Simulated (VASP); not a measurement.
A run of VASP 6.6.1:

INCAR

```
SYSTEM = Pt
PREC = Accurate ; ENCUT = 520
EDIFF = 1E-7 ; ISMEAR = 0
SIGMA = 0.05 ; LREAL = .FALSE.
LASPH = .TRUE. ; NELM = 100
ALGO = Normal ; ISIF = 2
LWAVE = .FALSE. ; LCHARG = .FALSE.
GGA = PS ; NBANDS = 17
```

Contents of KPOINTS:

```
regular mesh
0
G
  15 15 8
  0 0 0
```

The input POSCAR:

```
Pt
1.0
    2.7606656158      0.0000000000      0.0000000000
   -1.3803328079      2.3908065546      0.0000000000
    0.0000000000      0.0000000000      4.7921340000
Pt
2
Direct
    0.6666666700      0.3333333300      0.7500000000
    0.3333333300      0.6666666700      0.2500000000
```

Potentials or basis: VASP PAW PBE potentials, release 64 (Pt).

The run is started by

```console
$ cat potpaw_PBE.64/Pt/POTCAR > POTCAR
$ mpirun -np 1 vasp_std > vasp.out
```

Hardware: 1 thread of Intel(R) Xeon(R) 6975P-C (Granite Rapids) (shared host).

Question: How long does it take, and how much memory?

Answer: Wall time 20 s on 1 thread of Intel(R) Xeon(R) 6975P-C (Granite Rapids), on a shared host, peak memory 0.2 GiB. Counts: scf iterations 13, k points 135.
